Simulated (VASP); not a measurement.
Set up this calculation in VASP 6.6.1, as the native input.

```yaml
Task: single point
Functional: PBE
Potentials_or_basis: VASP PAW PBE potentials, release 64 (Sr_sv)
Cutoff: 520 eV
k_mesh: 12 × 12 × 12
Occupations: gaussian, width 0.1 eV
Spin: no spin polarisation
Dipole_correction: no
Further_INCAR_settings: ALGO = Normal; EDIFF = 1e-06; NBANDS = 11
```

The structure of Sr lies in POSCAR:

```
Sr
1.0
   -2.3786866746      2.3786866746      2.3786866746
    2.3786866746     -2.3786866746      2.3786866746
    2.3786866746      2.3786866746     -2.3786866746
Sr
1
Direct
    0.0000000000      0.0000000000      0.0000000000
```

The input as run:

INCAR

```
  PREC = Accurate
  ENCUT = 520
  EDIFF = 1E-6
  ISMEAR = 0
  SIGMA = 0.1
  LREAL = F
  LASPH = T
  NELM = 80
  ALGO = Normal
  ISIF = 2
  LWAVE = F
  LCHARG = T
  GGA = PE
  LELF = T
  LVHAR = T
  NBANDS = 11
```

KPOINTS

```
regular mesh
0
Gamma
  12 12 12
```

Potentials or basis: VASP PAW PBE potentials, release 64 (Sr_sv).

Run with:

```bash
$ cat potpaw_PBE.64/Sr_sv/POTCAR > POTCAR
$ mpirun -np 1 vasp_std > vasp.out
```

It gave:

```json
{
 "Pressure": "0.0 GPa",
 "Band gap on the k mesh": "zero (band 5 reaches 2.01 eV, above the bottom of band 6 at 1.49 eV)"
}
```

Run time: 27 s on 1 thread of Intel Xeon 8259CL (shared host), peak memory 0.19 GiB.
